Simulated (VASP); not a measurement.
# BeSe (F-43m) in VASP: G0W0 quasiparticle levels with PBE

Aim: the G0W0 quasiparticle levels of BeSe with PBE.

Everything below comes from runs of VASP 6.6.1. Logs are shortened: lines on timing, memory, paths and dates and some standing lists are left out, and cuts for length are marked.

## Step 1: The cell of the first run

Symmetry: F-43m, No. 216, cubic system. Conventional cell: a = 4.904 Å, b = 4.904 Å, c = 4.904 Å, α = 90.00°, β = 90.00°, γ = 90.00°. Be (site symmetry -43m) has 4 Se at 2.12 Å within 2.8 Å. Within 2.8 Å of Se (site symmetry -43m) lie 4 Be at 2.12 Å.

## Step 2: G0W0 quasiparticle levels, PBE

Contents of POSCAR:

```
BeSe
1.0
    0.0000000000      2.4519836050      2.4519836050
    2.4519836050      0.0000000000      2.4519836050
    2.4519836050      2.4519836050      0.0000000000
Be Se
1 1
Direct
    0.0000000000      0.0000000000      0.0000000000
    0.2500000000      0.2500000000      0.2500000000
```

Contents of INCAR.step1:

```
  PREC = Accurate
  ENCUT = 500
  EDIFF = 1E-8
  ISMEAR = 0
  SIGMA = 0.01
  LREAL = F
  LASPH = T
  NELM = 60
  ALGO = Normal
  LWAVE = T
  LCHARG = F
  GGA = PE
```

Contents of INCAR.step2:

```
  PREC = Accurate
  ENCUT = 500
  EDIFF = 1E-8
  ISMEAR = 0
  SIGMA = 0.01
  LREAL = F
  LASPH = T
  NELM = 1
  ALGO = Exact
  LWAVE = T
  LCHARG = F
  GGA = PE
  NBANDS = 126
  LOPTICS = T
  ISTART = 1
```

Contents of INCAR.step3:

```
  PREC = Accurate
  ENCUT = 500
  EDIFF = 1E-8
  ISMEAR = 0
  SIGMA = 0.01
  LREAL = F
  LASPH = T
  ALGO = EVGW0
  LWAVE = F
  LCHARG = F
  GGA = PE
  NELMGW = 1
  NBANDS = 126
  ENCUTGW = 150.0
  NOMEGA = 96
  PRECFOCK = Fast
  ISTART = 1
  NBANDSGW = 12
  OMEGAMAX = 20
```

Contents of KPOINTS:

```
Automatic mesh
0
Gamma
  6 6 6
```

Potentials or basis: VASP PAW PBE potentials, release 64 (Be_GW, Se_GW).

Started as:

```bash
$ cat potpaw_PBE.64/Be_GW/POTCAR potpaw_PBE.64/Se_GW/POTCAR > POTCAR
$ cp INCAR.step1 INCAR
$ mpirun -np 1 vasp_std > vasp.out
$ cp INCAR.step2 INCAR
$ mpirun -np 1 vasp_std > vasp.out
$ cp INCAR.step3 INCAR
$ mpirun -np 1 vasp_std > vasp.out
```

OUTCAR:

```text
PREC = Accurate
   ENCUT = 500
   EDIFF = 1E-8
   ISMEAR = 0
   LREAL = F
   LASPH = T
   GGA = PE
   NELMGW = 1
   ENCUTGW = 150.0
   PRECFOCK = Fast
   ISTART = 1

 ion  position               nearest neighbor table
   1  0.000  0.000  0.000-   2 2.12   2 2.12   2 2.12   2 2.12
   2  0.250  0.250  0.250-   1 2.12   1 2.12   1 2.12   1 2.12

  LATTYP: Found a face centered cubic cell.
 ALAT       =     4.9039672100

  Lattice vectors:

 A1 = (   0.0000000000,   2.4519836050,   2.4519836050)
 A2 = (   2.4519836050,   0.0000000000,   2.4519836050)
 A3 = (   2.4519836050,   2.4519836050,   0.0000000000)

Analysis of symmetry for initial positions (statically):
=====================================================================
 Subroutine PRICEL returns:
 Original cell was already a primitive cell.

 Routine SETGRP: Setting up the symmetry group for a
 face centered cubic supercell.

 Subroutine GETGRP returns: Found 24 space group operations
 (whereof 24 operations were pure point group operations)
 out of a pool of 48 trial point group operations.

The static configuration has the point symmetry T_d .

Analysis of symmetry for dynamics (positions and initial velocities):
=====================================================================
 Subroutine PRICEL returns:
 Original cell was already a primitive cell.

 Routine SETGRP: Setting up the symmetry group for a
 face centered cubic supercell.

 Subroutine GETGRP returns: Found 24 space group operations
 (whereof 24 operations were pure point group operations)
 out of a pool of 48 trial point group operations.

The dynamic configuration has the point symmetry T_d .

 Subroutine INISYM returns: Found 24 space group operations
 (whereof 24 operations are pure point group operations),
 and found     1 'primitive' translations

----------------------------------------------------------------------------------------

                                     Primitive cell

  volume of cell :      29.4837

  direct lattice vectors                    reciprocal lattice vectors
     0.000000000  2.451983605  2.451983605    -0.203916535  0.203916535  0.203916535
     2.451983605  0.000000000  2.451983605     0.203916535 -0.203916535  0.203916535
     2.451983605  2.451983605  0.000000000     0.203916535  0.203916535 -0.203916535

  length of vectors
     3.467628469  3.467628469  3.467628469     0.353193799  0.353193799  0.353193799

  position of ions in fractional coordinates (direct lattice)
     0.000000000  0.000000000  0.000000000
     0.250000000  0.250000000  0.250000000

  ion indices of the primitive-cell ions
   primitive index   ion index
                 1           1
                 2           2

----------------------------------------------------------------------------------------

 KPOINTS: Automatic mesh

Automatic generation of k-mesh.
 Grid dimensions read from file:
 generate k-points for:    6    6    6

 Generating k-lattice:

  Cartesian coordinates                     Fractional coordinates (reciprocal lattice)
    -0.033986089  0.033986089  0.033986089     0.166666667  0.000000000  0.000000000
     0.033986089 -0.033986089  0.033986089     0.000000000  0.166666667  0.000000000
     0.033986089  0.033986089 -0.033986089     0.000000000  0.000000000  0.166666667

  Length of vectors
     0.058865633  0.058865633  0.058865633

  Shift w.r.t. Gamma in fractional coordinates (k-lattice)
     0.000000000  0.000000000  0.000000000

 Subroutine IBZKPT returns following result:
 ===========================================

 Found     16 irreducible k-points:

 Following reciprocal coordinates:
            Coordinates               Weight
  0.000000  0.000000  0.000000      1.000000
  0.166667  0.000000  0.000000      8.000000
  0.333333  0.000000  0.000000      8.000000
  0.500000  0.000000  0.000000      4.000000
  0.166667  0.166667  0.000000      6.000000
  0.333333  0.166667  0.000000     24.000000
[... 8 lines left out ...]
 -0.333333  0.333333  0.166667     24.000000
 -0.333333  0.500000  0.166667     12.000000
   k-points           NKPTS =     16   k-points in BZ     NKDIM =    216   number of bands    NBANDS=    126
   number of dos      NEDOS =    301   number of ions     NIONS =      2
   total plane-waves  NPLWV =  21952
   dimension x,y,z NGX =    28 NGY =   28 NGZ =   28
   dimension x,y,z NGXF=    56 NGYF=   56 NGZF=   56
   ions per type =               1   1
   NGX,Y,Z   is equivalent  to a cutoff of  13.42, 13.42, 13.42 a.u.
   NGXF,Y,Z  is equivalent  to a cutoff of  26.85, 26.85, 26.85 a.u.
 SYSTEM =  unknown system
   PREC   = accura    normal or accurate (medium, high low for compatibility)
   ISTART =      1    job   : 0-new  1-cont  2-samecut
   ICHARG =      0    charge: 1-file 2-atom 10-const
   ISPIN  =      1    spin polarized calculation?
   LNONCOLLINEAR =      F non collinear calculations
   LSORBIT =      F    spin-orbit coupling
   LASPH  =      T    aspherical Exc in radial PAW
   ENCUT  =  500.0 eV  36.75 Ry    6.06 a.u.   6.32  6.32  6.32*2*pi/ulx,y,z
   NELM   =     60;   NELMIN=  2; NELMDL=  0     # of ELM steps
   EDIFF  = 0.1E-07   stopping-criterion for ELM
   LREAL  =      F    real-space projection
   EDIFFG = 0.1E-06   stopping-criterion for IOM
   NSW    =      0    number of steps for IOM
   IBRION =     -1    ionic relax: 0-MD 1-quasi-New 2-CG
   NFREE  =      0    steps in history (QN), initial steepest desc. (CG)
   ISIF   =      0    stress and relaxation
   ISYM   =      3    0-nonsym 1-usesym 2-fastsym
   POTIM  = 0.5000    time-step for ionic-motion
   TEBEG  =    0.0;   TEEND  =   0.0 temperature during run
   PSTRESS=    0.0 pullay stress
   NELECT =       8.0000    total number of electrons
   NUPDOWN=      -1.0000    fix difference up-down
   EMIN   =  10.00;   EMAX   =-10.00  energy-range for DOS
   EFERMI =   0.00;   METHOD = LEGACY
   ISMEAR =     0;   SIGMA  =   0.01  broadening in eV -4-tet -1-fermi 0-gaus
   EFERMI_NEDOS =   21; number of points for ismear=-14 and -15
   IALGO  =     38    algorithm
   IMIX   =      4    mixing-type and parameters
     AMIX     =   0.40;   BMIX     =  1.00
     AMIX_MAG =   1.60;   BMIX_MAG =  1.00
  volume/ion in A,a.u.               =      14.74        99.48
  Fermi-wavevector in a.u.,A,eV,Ry     =   1.059849  2.002824 15.283147  1.123280
  Thomas-Fermi vector in A             =   2.195209
   LORBIT       =      0    0 simple, 1 ext, 2 COOP (PROOUT), +10 PAW based schemes
   GGA     = PE    functional components
   LHFCALC =     T    Hartree Fock is set to
   PRECFOCK=fast      Normal, Fast or Accurate (Low or Medium for compatibility)
   ENCUT4O =  -1.0   cutoff for four orbital integrals eV
   NKREDX  =     1    reduce k-point grid by
   NKREDY  =     1    reduce k-point grid by
   NKREDZ  =     1    reduce k-point grid by
   AEXX    =    1.0000 exact exchange contribution
   HFSCREEN=    0.0000 screening length (either q_TF or 0.3 A-1)
   HFSCREENC=   0.0000 screening length for correlation (either q_TF or 0.3 A-1)
   ENCUTFOCK=  -1.0 apply spherical cutoff to Coloumb kernel
   IVDW    =     0    specifies the selected vdW correction
   LEPSILON=     F    determine dielectric tensor
   LRPA    =     F    only Hartree local field effects (RPA)
   LRPAFORCE           =     F    calculate RPA forces
   ENCUTGW             = 150.0    cutoff for response function in eV
   ENCUTGWSOFT         = 120.0    soft cutoff for Coulomb kernel in GW response function in eV
   ENCUTLF             =  -1.0    cutoff for local field effects
   NELMGW              =     1    number of iterations in solving QP/BSE equation
   NELMHF              =     1    number of iterations in the inner HF iteration
   NKREDLFX            =     1    NKREDLFY  =   1   NKREDLFZ  =   1
 non-spin polarized calculation
 Gauss-broadening in eV      SIGMA  =   0.01
  energy-cutoff  :      500.00
  volume of cell :       29.48
 maximum number of plane-waves:       757
 NGX is ok and might be reduce to    28
  NGX = 16; NGY = 16; NGZ = 16
   NGX = 13   NGY = 13   NGZ = 13
 maximum number of plane-waves:       129

 QP shifts <psi_nk| G(iteration)W_0 |psi_nk>: iteration 1
 for sc-GW calculations column KS-energies equals QP-energies in previous step
 and V_xc(KS)=  KS-energies - (<T + V_ion + V_H > + <T+V_H+V_ion>^1  + <V_x>^1)

 k-point   1 :       0.0000    0.0000    0.0000
  band No.  KS-energies  QP-energies   sigma(KS)   V_xc(KS)     V^pw_x(r,r')   Z            occupation Imag(sigma)

      1     -10.3881     -11.4312     -13.6780     -12.2823     -20.4369       0.7474       2.0000       1.3862
      2       4.4429       3.5380     -13.9556     -12.8253     -15.1506       0.8005       2.0000       0.0251
      3       4.4429       3.5380     -13.9556     -12.8253     -15.1506       0.8005       2.0000       0.0251
      4       4.4429       3.5380     -13.9556     -12.8253     -15.1506       0.8005       2.0000       0.0251
      5       9.3889       9.8607      -9.7449     -10.3354      -5.4193       0.7991       0.0000      -0.0549
      6       9.3889       9.8607      -9.7449     -10.3354      -5.4193       0.7991       0.0000      -0.0549
      7       9.3889       9.8607      -9.7449     -10.3354      -5.4193       0.7991       0.0000      -0.0549
      8       9.9077      10.4515      -9.7379     -10.4153      -5.1758       0.8028       0.0000      -0.0621
      9      17.2390      17.2991      -8.8641      -8.9440      -2.6700       0.7531       0.0000      -0.2744
     10      17.3779      17.7090     -10.1079     -10.5324      -4.5851       0.7799       0.0000      -0.2245
     11      17.3779      17.7090     -10.1079     -10.5324      -4.5851       0.7799       0.0000      -0.2245
     12      19.4910      19.5838      -8.5754      -8.6953      -2.4048       0.7741       0.0000      -0.3842

 k-point   2 :       0.1667    0.0000    0.0000
  band No.  KS-energies  QP-energies   sigma(KS)   V_xc(KS)     V^pw_x(r,r')   Z            occupation Imag(sigma)
[... 225 lines left out ...]
      1      -7.9971      -8.7749     -14.2847     -13.2449     -20.3250       0.7480       2.0000       0.9609
      2      -0.9878      -2.1704     -12.8907     -11.3006     -15.9341       0.7437       2.0000       0.0881
      3       0.3213      -0.7894     -12.8902     -11.4404     -15.3046       0.7661       2.0000       0.0571
      4       0.5687      -0.4934     -12.6036     -11.2285     -14.8155       0.7724       2.0000       0.0515
      5       9.0170       9.2803      -9.4421      -9.7682      -5.2066       0.8075       0.0000      -0.0557
      6      10.4302      10.7376      -9.5528      -9.9376      -5.0253       0.7989       0.0000      -0.0621
      7      14.0506      14.5362      -9.9075     -10.5440      -4.3159       0.7630       0.0000      -0.1337
      8      14.8418      15.3186     -10.3291     -10.9604      -4.6203       0.7553       0.0000      -0.1495
      9      19.0628      19.5533     -10.2598     -10.9061      -3.8140       0.7590       0.0000      -0.4073
     10      19.3526      19.7458     -10.7016     -11.2259      -4.0732       0.7499       0.0000      -0.4977
     11      21.5351      21.9815     -10.0600     -10.6408      -3.4350       0.7686       0.0000      -0.5783
     12      22.6990      23.0134      -9.9764     -10.3733      -3.3037       0.7922       0.0000      -0.8262
```

Wall time 6 min (1 thread of AMD EPYC 9R45 (Zen 5), shared host); peak memory 0.58 GiB.

Results:

```yaml
Quasiparticle_gap: 3.35 eV
Least_direct_quasiparticle_gap: 6.32 eV
Band_gap_of_the_starting_levels_on_the_mesh: 2.26 eV
Least_direct_gap_of_the_starting_levels_on_the_mesh: 4.95 eV
```

Caveat: the k points lie up to 0.37 Å⁻¹ apart; bands, screening cutoff and mesh are small and nothing is extrapolated, so the quasiparticle values aren't converged.
